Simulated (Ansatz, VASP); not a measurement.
**One calculation of Sb, two programs**

Contents of INCAR:

```
PREC = Accurate
ENCUT = 520
EDIFF = 1E-6
ISMEAR = -1
SIGMA = 0.03
LREAL = False
LASPH = True
NELM = 80
ALGO = Normal
ISIF = 2
LWAVE = False
LCHARG = False
GGA = PS
NBANDS = 8
```

File KPOINTS:

```
regular mesh
0
Gamma
  14 14 14
```

File POSCAR:

```
Sb
1.0
    0.0000000000      2.2589000000      2.3050000000
    2.2589000000      0.0000000000      2.3050000000
    2.2589000000      2.2589000000      0.0000000000
Sb
1
Direct
    0.0000000000      0.0000000000      0.0000000000
```

Input for Ansatz:

```yaml
crystal:
  lattice:
    - [0.0, 2.2589, 2.305]
    - [2.2589, 0.0, 2.305]
    - [2.2589, 2.2589, 0.0]
  atoms:
    - { symbol: Sb, position: [0.0, 0.0, 0.0] }
kpoints:
  mp_grid: { grid: [14, 14, 14] }
  band_path:
    path:
      - [0.0, 0.0, 0.0]
      - [0.0, 0.5, 0.5]
      - [0.25, 0.75, 0.5]
      - [0.0, 0.5, 0.0]
      - [0.0, 0.0, 0.0]
      - [0.5, 0.5, 0.0]
      - [0.37005, 0.62995, 0.0]
      - [-0.37005, 0.37005, 0.0]
      - [0.0, 0.0, 0.0]
    npoints: 5
scf:
  occupations: { method: fermi_dirac, width: 0.03 }
hamiltonian:
  xc: pbesol
  pseudopotentials: { kind: all_electron, lapw: { basis_error: 0.00025 } }
output:
  forces: true
  stress: true
  eigenvalues: true
```

Change from the starting cell: equal xx and yy strain of -2 %.

Alike in both runs: task single point; functional PBEsol; k mesh 14 × 14 × 14; occupations fermi-dirac, width 0.03 eV; no spin polarisation.

```csv
,VASP,Ansatz
version,VASP 6.6.1,Ansatz 0.2.0
potentials or method,"VASP PAW PBE potentials, release 64 (Sb), cutoff 520 eV","all-electron LAPW, scalar-relativistic"
```

```csv
,VASP,Ansatz,Ansatz less VASP
pressure (GPa),9.2,9.1,-0.08
"traceless stress, the component that is largest in VASP (GPa)",1.22,1.23,+0.009
```

VASP's potentials were made for PBE, not for PBEsol. Ansatz ran all-electron here, and VASP with PAW potentials.

Spin-orbit coupling is off throughout.
